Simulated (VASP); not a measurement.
# NaCl (I4/mmm) in VASP: a series of runs

The runs below take NaCl through single point, with PBEsol.

All numbers are computed with VASP 6.6.1; they aren't measurements. Logs are shortened: lines on timing, memory, paths and dates and some standing lists are left out, and cuts for length are marked.

## Step 1: The cell of the first run

It takes space group I4/mmm (No. 139, tetragonal). The conventional cell has a = 4.005 Å, b = 4.005 Å, c = 5.890 Å, α = 90.00°, β = 90.00°, γ = 90.00°. Within 3.7 Å of Na (site symmetry 4/mmm) lie 6 Cl at 2.83 to 2.95 Å. Within 3.7 Å of Cl (site symmetry 4/mmm) lie 6 Na at 2.83 to 2.95 Å.

## Step 2: Single point, PBEsol (strain +0.000 along x and y, +0.040 along z)

File INCAR:

```
SYSTEM = NaCl
  ALGO = Normal
  EDIFF = 1E-6
  ENCUT = 520
  GGA = PS
  ISIF = 2
  ISMEAR = 0
  LASPH = .True.
  LCHARG = .False.
  LREAL = .False.
  LWAVE = .False.
  NBANDS = 14
  NELM = 100
  PREC = Accurate
  SIGMA = 0.05
```

File KPOINTS:

```
k-points
0
Gamma
  8 8 8
  0 0 0
```

File POSCAR:

```
NaCl
1.0
    0.0000000000      2.8317500000      2.9450200000
    2.8317500000      0.0000000000      2.9450200000
    2.8317500000      2.8317500000      0.0000000000
Na Cl
1 1
Direct
    0.0000000000      0.0000000000      0.0000000000
    0.5000000000      0.5000000000      0.5000000000
```

Potentials or basis: VASP PAW PBE potentials, release 64 (Na_pv, Cl).

The run is started by

```sh
> cat potpaw_PBE.64/Na_pv/POTCAR potpaw_PBE.64/Cl/POTCAR > POTCAR
> mpirun -np 1 vasp_std > vasp.out
```

OUTCAR:

```text
SYSTEM = NaCl
   EDIFF = 1E-6
   ENCUT = 520
   GGA = PS
   ISIF = 2
   ISMEAR = 0
   LASPH = .True.
   LREAL = .False.
   NELM = 100
   PREC = Accurate

 ion  position               nearest neighbor table
   1  0.000  0.000  0.000-
   2  0.500  0.500  0.500-

  LATTYP: Found a body centered tetragonal cell.
 ALAT       =     4.0046992553
 C/A-ratio  =     1.4707821049

  Lattice vectors:

 A1 = (  -2.8317500000,   0.0000000000,   2.9450200000)
 A2 = (   2.8317500000,   0.0000000000,   2.9450200000)
 A3 = (   0.0000000000,   2.8317500000,  -2.9450200000)

Analysis of symmetry for initial positions (statically):
=====================================================================
 Subroutine PRICEL returns:
 Original cell was already a primitive cell.

 Routine SETGRP: Setting up the symmetry group for a
 body centered tetragonal supercell.

 Subroutine GETGRP returns: Found 16 space group operations
 (whereof 16 operations were pure point group operations)
 out of a pool of 16 trial point group operations.

The static configuration has the point symmetry D_4h.

Analysis of symmetry for dynamics (positions and initial velocities):
=====================================================================
 Subroutine PRICEL returns:
 Original cell was already a primitive cell.

 Routine SETGRP: Setting up the symmetry group for a
 body centered tetragonal supercell.

 Subroutine GETGRP returns: Found 16 space group operations
 (whereof 16 operations were pure point group operations)
 out of a pool of 16 trial point group operations.

The dynamic configuration has the point symmetry D_4h.

 Subroutine INISYM returns: Found 16 space group operations
 (whereof 16 operations are pure point group operations),
 and found     1 'primitive' translations

----------------------------------------------------------------------------------------

                                     Primitive cell

  volume of cell :      47.2311

  direct lattice vectors                    reciprocal lattice vectors
     0.000000000  2.831750000  2.945020000    -0.176569259  0.176569259  0.169778134
     2.831750000  0.000000000  2.945020000     0.176569259 -0.176569259  0.169778134
     2.831750000  2.831750000  0.000000000     0.176569259  0.176569259 -0.169778134

  length of vectors
     4.085578400  4.085578400  4.004699255     0.301956986  0.301956986  0.301956986

  position of ions in fractional coordinates (direct lattice)
     0.000000000  0.000000000  0.000000000
     0.500000000  0.500000000  0.500000000

[... 87 lines left out ...]
   NELECT =      14.0000    total number of electrons
   NUPDOWN=      -1.0000    fix difference up-down
   EMIN   =  10.00;   EMAX   =-10.00  energy-range for DOS
   EFERMI =   0.00;   METHOD = LEGACY
   ISMEAR =     0;   SIGMA  =   0.05  broadening in eV -4-tet -1-fermi 0-gaus
   EFERMI_NEDOS =   21; number of points for ismear=-14 and -15
   IALGO  =     38    algorithm
   IMIX   =      4    mixing-type and parameters
     AMIX     =   0.40;   BMIX     =  1.00
     AMIX_MAG =   1.60;   BMIX_MAG =  1.00
  volume/ion in A,a.u.               =      23.62       159.37
  Fermi-wavevector in a.u.,A,eV,Ry     =   1.091545  2.062720 16.210928  1.191470
  Thomas-Fermi vector in A             =   2.227792
   LORBIT       =      0    0 simple, 1 ext, 2 COOP (PROOUT), +10 PAW based schemes
   GGA     = PS    functional components
   LHFCALC =     F    Hartree Fock is set to
   AEXX    =    0.0000 exact exchange contribution
   IVDW    =     0    specifies the selected vdW correction
   LEPSILON=     F    determine dielectric tensor
   LRPA    =     F    only Hartree local field effects (RPA)
 non-spin polarized calculation
 Gauss-broadening in eV      SIGMA  =   0.05
  energy-cutoff  :      520.00
  volume of cell :       47.23
 maximum number of plane-waves:      1291
   NGX = 15   NGY = 15   NGZ = 15

 number of electron      13.9999987 magnetization

 Free energy of the ion-electron system (eV)
  ---------------------------------------------------
  ext. energy  EPLUGINS =         0.00000000
  ---------------------------------------------------
  free energy    TOTEN  =        -6.97814135 eV

  energy without entropy =       -6.97814135  energy(sigma->0) =       -6.97814135

 E-fermi :  -0.8295     XC(G=0):  -8.1049

 val. band max:       -1.0531521456   @ k =   0.0000   0.0000   0.0000
 cond. band min:       3.6816466989   @ k =   0.0000   0.0000   0.0000
 fundamental gap:      4.7347988445
 Fermi energy:        -0.8295283126

 k-point     1 :       0.0000    0.0000    0.0000
  band No.  band energies     occupation
      1     -21.8266      2.00000
      2     -21.8203      2.00000
      3     -21.8203      2.00000
      4     -13.6048      2.00000
      5      -1.0826      2.00000
      6      -1.0826      2.00000
      7      -1.0532      2.00000
      8       3.6816      0.00000
      9       9.6864      0.00000
     10       9.9755      0.00000
     11       9.9755      0.00000
     12      11.7828      0.00000
     13      12.2600      0.00000
     14      13.3333      0.00000
[... 377 lines left out ...]
      1     -21.8398      2.00000
      2     -21.8278      2.00000
      3     -21.8226      2.00000
      4     -13.3635      2.00000
      5      -2.5009      2.00000
      6      -1.3710      2.00000
      7      -1.3510      2.00000
      8       5.9788      0.00000
      9       8.3323      0.00000
     10       9.4236      0.00000
     11      10.1602      0.00000
     12      12.1335      0.00000
     13      13.5767      0.00000
     14      14.7275      0.00000

 [... further k-points ...]

------------------------ aborting loop because EDIFF is reached ----------------------------------------

  FORCE on cell =-STRESS in cart. coord.  units (eV):
  Direction    XX          YY          ZZ          XY          YZ          ZX
  --------------------------------------------------------------------------------------
  -------------------------------------------------------------------------------------
  Total       -0.3365935     -0.3365935     -0.6405944      0.0000000      0.0000000     -0.0000000
  in kB      -11.4179545    -11.4179545    -21.7302971      0.0000000      0.0000000     -0.0000000
  external PRESSURE =     -14.8554020 kB  Pullay stress =       0.0000000 kB

 VOLUME and BASIS-vectors are now :
 -----------------------------------------------------------------------------
  energy-cutoff  :      520.00
  volume of cell :       47.23
      direct lattice vectors                 reciprocal lattice vectors
     0.000000000  2.831750000  2.945020000    -0.176569259  0.176569259  0.169778134
     2.831750000  0.000000000  2.945020000     0.176569259 -0.176569259  0.169778134
     2.831750000  2.831750000  0.000000000     0.176569259  0.176569259 -0.169778134

 POSITION                                       TOTAL-FORCE (eV/Angst)
 -----------------------------------------------------------------------------------
      0.00000      0.00000      0.00000        -0.000000     -0.000000      0.000000
      2.83175      2.83175      2.94502         0.000000      0.000000     -0.000000
 -----------------------------------------------------------------------------------
    total drift:                               -0.000000      0.000000      0.000000

  FREE ENERGIE OF THE ION-ELECTRON SYSTEM (eV)
  ---------------------------------------------------
  free  energy   TOTEN  =        -6.9781413501 eV

  energy  without entropy=       -6.9781413501  energy(sigma->0) =       -6.97814135
```

Wall time 22 s (1 thread of AMD EPYC 9R45 (Zen 5), shared host); peak memory 0.15 GiB.

What came out:

```yaml
Free_energy: -6.9781 eV
Pressure: -1.5 GPa
Band_gap_on_the_k_mesh: 4.73 eV
```

Caveat: the cell differs from its parent crystal (strain +0.000 along x and y, +0.040 along z); the PAW data sets were made with another functional, which shifts forces and pressure a little. A k mesh can miss the band edges.

## Step 3: Single point, PBEsol (strain +0.040 along x and y, +0.080 along z)

File INCAR:

```
ALGO = Normal
EDIFF = 1E-7
ENCUT = 520
GGA = PS
ISIF = 2
ISMEAR = 0
LASPH = T
LCHARG = F
LREAL = F
LWAVE = F
NBANDS = 14
NELM = 80
PREC = Accurate
SIGMA = 0.05
```

File KPOINTS:

```
k-points
0
Gamma
  8 8 8
```

File POSCAR:

```
NaCl
1.0
    0.0000000000      2.9450200000      3.0582900000
    2.9450200000      0.0000000000      3.0582900000
    2.9450200000      2.9450200000      0.0000000000
Na Cl
1 1
Direct
    0.0000000000      0.0000000000      0.0000000000
    0.5000000000      0.5000000000      0.5000000000
```

Potentials or basis: VASP PAW PBE potentials, release 64 (Na_pv, Cl).

The run is started by

```sh
> cat potpaw_PBE.64/Na_pv/POTCAR potpaw_PBE.64/Cl/POTCAR > POTCAR
> mpirun -np 1 vasp_std > vasp.out
```

It took 25 s on 1 thread of AMD EPYC 9R45 (Zen 5), shared host; peak memory 0.15 GiB.

Results (log left out):

| Quantity | Value |
| --- | --- |
| Free energy | -6.8930 eV |
| Pressure | -3.1 GPa |
| Band gap on the k mesh | 4.38 eV |

Stress tensor (GPa, compression positive):
```
-2.98  0.00  0.00
 0.00 -2.98  0.00
 0.00  0.00 -3.33
```

Levels at points of the mesh, in eV from the valence-band top:
```
           k point  band 3  band 4  band 5  band 6  band 7  band 8  band 9  band 10  band 11  band 12
(0.00, 0.00, 0.00)  -21.04  -12.34   -0.03   -0.03    0.00    4.38   10.61    10.86    10.86    12.56
(0.50, 0.00, 0.00)  -21.04  -12.13   -1.53   -0.23   -0.20    6.76    9.23    10.26    10.59    13.75
(0.50, 0.50, 0.00)  -21.04  -12.11   -1.32   -0.45   -0.45    6.94    8.05     9.79    13.37    13.37
(0.50, 0.00, 0.50)  -21.04  -12.09   -1.32   -0.56   -0.45    6.96    7.92    10.13    12.92    13.32
```

Caveat: the cell differs from its parent crystal (strain +0.040 along x and y, +0.080 along z); the cell stands under tension; the PAW data sets were made with another functional, which shifts forces and pressure a little. A k mesh can miss the band edges.
